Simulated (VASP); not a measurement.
## SrO: single point with r2SCAN

SrO:

```xyz
2
Lattice="2.6061 2.6061 0.0000 -2.6061 2.6061 0.0000 0.0000 2.6061 2.5667" Properties=species:S:1:pos:R:3 pbc="T T T"
Sr    0.0000    2.6061    0.0000
O     0.0000    0.0000    0.0000
```

This cell differs from its parent crystal: in-plane strain +0.01, then relaxed in part.

```
Program                : VASP 6.6.1
Task                   : single point
Functional             : r2SCAN
Potentials or basis    : VASP PAW PBE potentials, release 64 (Sr_sv, O)
Cutoff                 : 520 eV
k mesh                 : 8 × 8 × 8
Occupations            : gaussian, width 0.01 eV
Spin                   : no spin polarisation
Dipole correction      : no
Further INCAR settings : ALGO = Normal; EDIFF = 1e-06; NBANDS = 15
```

```
Pressure               : -0.8 GPa
Band gap on the k mesh : 3.68 eV (least direct gap 3.84 eV)
```

Stress tensor (GPa, compression positive):
```
-1.50  0.00  0.00
 0.00 -1.50  0.00
 0.00  0.00  0.53
```

Levels at points of the mesh, in eV from the valence-band top:
| k point | band 4 | band 5 | band 6 | band 7 | band 8 | band 9 | band 10 | band 11 | band 12 | band 13 |
| --- | --- | --- | --- | --- | --- | --- | --- | --- | --- | --- |
| (0.00, 0.00, 0.00) | -14.65 | -14.64 | -0.05 | -0.05 | 0.00 | 4.43 | 6.65 | 6.65 | 6.76 | 8.85 |
| (0.50, 0.00, 0.00) | -14.70 | -13.64 | -2.10 | -1.12 | -1.11 | 6.96 | 8.83 | 9.29 | 9.31 | 12.32 |
| (0.50, 0.50, 0.00) | -14.98 | -14.96 | -0.53 | -0.16 | -0.09 | 3.74 | 8.28 | 10.73 | 10.82 | 11.38 |
| (0.00, 0.00, 0.50) | -15.00 | -15.00 | -0.44 | -0.16 | -0.16 | 3.68 | 8.30 | 10.71 | 10.88 | 11.47 |

It took 72 s on 1 thread of Intel(R) Xeon(R) 6975P-C (Granite Rapids) (shared host), peak memory 0.18 GiB.

Caveat: the cell differs from its parent crystal (in-plane strain +0.01, then relaxed in part); the PAW data sets were made with another functional, which shifts forces and pressure a little. A k mesh can miss the band edges.
